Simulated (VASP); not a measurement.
A run of VASP 6.6.1 is set up as follows.

File INCAR:

```
  ALGO = Normal
  EDIFF = 1E-6
  ENCUT = 500
  GGA = PE
  GGA_COMPAT = False
  ISIF = 2
  ISMEAR = 0
  LASPH = True
  LCHARG = False
  LREAL = False
  LWAVE = False
  NBANDS = 16
  NELM = 120
  PREC = Accurate
  SIGMA = 0.01
```

KPOINTS

```
k-points
0
Gamma
  6 6 6
```

POSCAR

```
ZnSe
1.0
    0.0000000000      2.7444004255      2.7444004255
    2.7444004255      0.0000000000      2.7444004255
    2.7444004255      2.7444004255      0.0000000000
Zn Se
1 1
Direct
    0.0000000000      0.0000000000      0.0000000000
    0.7500000000      0.7500000000      0.7500000000
```

Potentials or basis: VASP PAW PBE potentials, release 64 (Zn, Se).

Launch:

```bash
$ cat potpaw_PBE.64/Zn/POTCAR potpaw_PBE.64/Se/POTCAR > POTCAR
$ mpirun -np 1 vasp_std > vasp.out
```

(1) What does it give for the pressure?

(2) Predict the band gap on the k mesh.

## Answers

(1) 10.3 GPa.

(2) 1.69 eV.

Caveat: the cell stands under pressure.
